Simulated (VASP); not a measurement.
Runs of VASP 6.6.1 on Rh. The structure is that of space group Pm-3m (No. 221), or close to it. The cells are those of the table. 

```csv
cell,k mesh,gap on the mesh (eV),pressure (GPa)
"a = 2.481 Å, 1 atom",14 × 14 × 14,none,(a)
"a = 2.551 Å, 1 atom",20 × 20 × 20,none,0.0
"a = 2.444 Å, 1 atom",14 × 14 × 14,none,30.0
"a = 2.516 Å, 1 atom",14 × 14 × 14,none,7.6
"a = 2.649 Å, 1 atom",14 × 14 × 14,none,-14.4
"a = 2.617 Å, 1 atom",14 × 14 × 14,none,(b)
"a = 2.551 Å, 1 atom",13 × 13 × 13,none,0.0
"a = 2.551 Å, 1 atom",14 × 14 × 14,none,-0.1
```

Alike in all rows: task single point; level revPBE; potentials or basis VASP PAW PBE potentials, release 64 (Rh_pv); no spin polarisation; cutoff (eV) 520; smearing fermi-dirac 0.1 eV.

Q: Fill in the values left out.

A: (a) 17.4; (b) -10.8.

Caveats: the PAW data sets were made with another functional, which shifts forces and pressure a little.

A k mesh can miss the band edges, and the runs leave out spin-orbit coupling on Rh.

A gap of «none» marks levels without a gap at the run's occupations.
